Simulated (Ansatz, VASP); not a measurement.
## One calculation of BiRh, two programs

Contents of INCAR:

```
  ALGO = Normal
  EDIFF = 1E-6
  ENCUT = 520
  ISIF = 2
  ISMEAR = -1
  LASPH = True
  LCHARG = False
  LREAL = False
  LWAVE = False
  NBANDS = 38
  NELM = 80
  PREC = Accurate
  SIGMA = 0.03
```

KPOINTS

```
k-points
0
Gamma
  12 12 7
```

POSCAR

```
BiRh
1.0
    4.1349408734      0.0000000000      0.0000000000
   -2.0674704366      3.5809638394      0.0000000000
    0.0000000000      0.0000000000      5.6630000000
Bi Rh
2 2
Direct
    0.3333333333      0.6666666667      0.2500000000
    0.6666666667      0.3333333333      0.7500000000
    0.0000000000      0.0000000000      0.0000000000
    0.0000000000      0.0000000000      0.5000000000
```

Input for Ansatz:

```yaml
crystal:
  lattice:
    - [4.1349408734, 0.0, 0.0]
    - [-2.0674704366, 3.5809638394, 0.0]
    - [0.0, 0.0, 5.663]
  atoms:
    - { symbol: Bi, position: [0.3333333333, 0.6666666667, 0.25] }
    - { symbol: Bi, position: [0.6666666667, 0.3333333333, 0.75] }
    - { symbol: Rh, position: [0.0, 0.0, 0.0] }
    - { symbol: Rh, position: [0.0, 0.0, 0.5] }
kpoints:
  mp_grid: { grid: [12, 12, 7] }
  band_path:
    path:
      - [0.0, 0.0, 0.0]
      - [0.5, 0.0, 0.0]
      - [0.3333333333, 0.3333333333, 0.0]
      - [0.0, 0.0, 0.0]
      - [0.0, 0.0, 0.5]
      - [0.5, 0.0, 0.5]
      - [0.3333333333, 0.3333333333, 0.5]
      - [0.0, 0.0, 0.5]
      - [0.5, 0.0, 0.5]
    npoints: 5
scf:
  occupations: { method: fermi_dirac, width: 0.03 }
hamiltonian:
  xc: lda
  pseudopotentials: { kind: all_electron, lapw: { basis_error: 0.001 } }
output:
  forces: true
  stress: true
  eigenvalues: true
```

Change from the starting cell: equal xx and yy strain of +1 %.

Alike in both runs: task single point; functional LDA; k mesh 12 × 12 × 7; occupations fermi-dirac, width 0.03 eV; no spin polarisation.

|  | VASP | Ansatz |
| --- | --- | --- |
| version | VASP 6.6.1 | Ansatz 0.2.0 |
| potentials or method | VASP PAW LDA potentials, release 64 (Bi_d, Rh_pv), cutoff 520 eV | all-electron LAPW, scalar-relativistic |

VASP gave:

- pressure (GPa): -4.8
- traceless stress, the component that is largest in VASP (GPa): -0.16

**Question.** What did Ansatz give for the same quantities?

**Answer.** Pressure (GPa): -5.1; traceless stress, the component that is largest in VASP (GPa): -0.20.

LDA's correlation is that of Perdew and Zunger in VASP and of Perdew and Wang (1992) in Ansatz. Ansatz ran all-electron here, and VASP with PAW potentials.

Neither program's run includes spin-orbit coupling.
